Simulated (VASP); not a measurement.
Set up this calculation in VASP 6.6.1, as the native input.

* Task: single point
* Functional: r2SCAN
* Potentials or basis: VASP PAW PBE potentials, release 64 (Pb_d)
* Cutoff: 520 eV
* k mesh: 12 × 12 × 12
* Occupations: fermi-dirac, width 0.1 eV
* Spin: no spin polarisation
* Dipole correction: no
* Further INCAR settings: ALGO = Normal; EDIFF = 1e-07; NBANDS = 13

Crystal: Pb.

```
Pb
1.0
     0.00000    2.55648    2.55648
     2.55648    0.00000    2.55648
     2.55648    2.55648    0.00000
Pb
1
Direct
  0.00000 0.00000 0.00000
```

These files were run (other wordings do the same):

POSCAR

```
Pb
1.0
    0.0000000000      2.5564837256      2.5564837256
    2.5564837256      0.0000000000      2.5564837256
    2.5564837256      2.5564837256      0.0000000000
Pb
1
Direct
    0.0000000000      0.0000000000      0.0000000000
```

INCAR.step1

```
SYSTEM = Pb
  ALGO = Normal
  EDIFF = 1E-4
  ENCUT = 520
  GGA = PE
  ISMEAR = -1
  LASPH = .TRUE.
  LCHARG = .FALSE.
  LREAL = .FALSE.
  LWAVE = .TRUE.
  NBANDS = 13
  NELM = 100
  PREC = Accurate
  SIGMA = 0.1
```

INCAR.step2

```
SYSTEM = Pb
  ALGO = Normal
  EDIFF = 1E-7
  ENCUT = 520
  ISIF = 2
  ISMEAR = -1
  ISTART = 1
  LASPH = .TRUE.
  LCHARG = .TRUE.
  LELF = .TRUE.
  LMIXTAU = .TRUE.
  LREAL = .FALSE.
  LVHAR = .TRUE.
  LWAVE = .FALSE.
  METAGGA = R2SCAN
  NBANDS = 13
  NELM = 100
  PREC = Accurate
  SIGMA = 0.1
```

KPOINTS

```
k-points
0
G
  12 12 12
  0 0 0
```

Potentials or basis: VASP PAW PBE potentials, release 64 (Pb_d).

The run is started by

```console
$ cat potpaw_PBE.64/Pb_d/POTCAR > POTCAR
$ cp INCAR.step1 INCAR
$ mpirun -np 1 vasp_std > vasp.out
$ cp INCAR.step2 INCAR
$ mpirun -np 1 vasp_std > vasp.out
```

Results of the run:

| Quantity | Value |
| --- | --- |
| Pressure | -2.5 GPa |
| Band gap on the k mesh | zero (bands 7 and 8 overlap by 8.38 eV) |

Caveat: the PAW data sets were made with another functional, which shifts forces and pressure a little; spin-orbit coupling is left out, which moves the levels of the heavy elements.

It took 4.3 min on 1 thread of Intel Xeon 8259CL, on a shared host, peak memory 0.18 GiB.
